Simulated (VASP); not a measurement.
Runs of VASP 6.6.1 on Er. The structure is that of space group Im-3m (No. 229), or close to it. The cells are those of the table. 

| level | cell | k mesh | gap on the mesh (eV) | pressure (GPa) | moment (μB) |
| --- | --- | --- | --- | --- | --- |
| r2SCAN | a = 3.534 Å, angles 109.5°, 1 atom | 14 × 14 × 14 | none | -0.3 | 2.81 |
| PBE | a = 3.551 Å, angles 109.5°, 1 atom | 8 × 8 × 8 | none | -0.4 | 2.22 |
| PBE | a = 3.534 Å, angles 109.5°, 1 atom | 8 × 8 × 8 | none | (c) | 2.23 |
| PBE | a = 3.416 Å, angles 109.5°, 1 atom | 8 × 8 × 8 | none | (a) | (b) |

Alike in all rows: task single point; potentials or basis VASP PAW PBE potentials, release 64 (Er); spin collinear, ferromagnetic start; cutoff (eV) 520; smearing gaussian 0.05 eV.

Q: Fill in the values left out.

A: (a) 3.0; (b) 2.24; (c) -0.2.

Caveats: the magnetic or orbital state may not be the lowest; spin-orbit coupling is left out, which moves the levels of the heavy elements; the PAW data sets were made with another functional, which shifts forces and pressure a little (some runs).

A k mesh can miss the band edges, and the runs leave out spin-orbit coupling on Er.

A gap of «none» marks levels without a gap at the run's occupations.
